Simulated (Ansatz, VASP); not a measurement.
# Two plane-wave programs on B5Pt

```
CELL_PARAMETERS angstrom
2.92474 0.00000 0.00000
-1.46237 2.53290 0.00000
0.00000 0.00000 6.63177
ATOMIC_POSITIONS crystal
B 0.33333 0.66667 0.80018
B 0.33333 0.66667 0.19982
B 0.66667 0.33333 0.19982
B 0.66667 0.33333 0.80018
B 0.00000 0.00000 0.00000
Pt 0.00000 0.00000 0.50000
```

Alike in both runs: functional PBE; k mesh 12 × 12 × 6; occupations gaussian, width 0.1 eV; no spin polarisation.

Ansatz relaxed the structure, and its values are those at the end. VASP's run is a single point on that final structure, the one shown.

|  | VASP | Ansatz |
| --- | --- | --- |
| version | VASP 6.6.1 | Ansatz 0.2.0 |
| potentials or method | VASP PAW PBE potentials, release 64 (B, Pt), cutoff 520 eV | scalar-relativistic, plane waves, PAW |
| valence electrons in the cell | 25 | 33 |

Ansatz gave:

```
gap on the k mesh at the Fermi level (eV) : none
pressure (GPa)                            : 0.0
```

Question: What did VASP give for the same quantities?

Answer: gap on the k mesh at the Fermi level (eV): none; pressure (GPa): -0.1.

A gap of «none» marks a metal or a gap that the smearing closes. VASP's potentials hold 25 valence electrons a cell and Ansatz's 33, so a difference there can come from the potentials and not from the codes.

Spin-orbit coupling is off throughout.
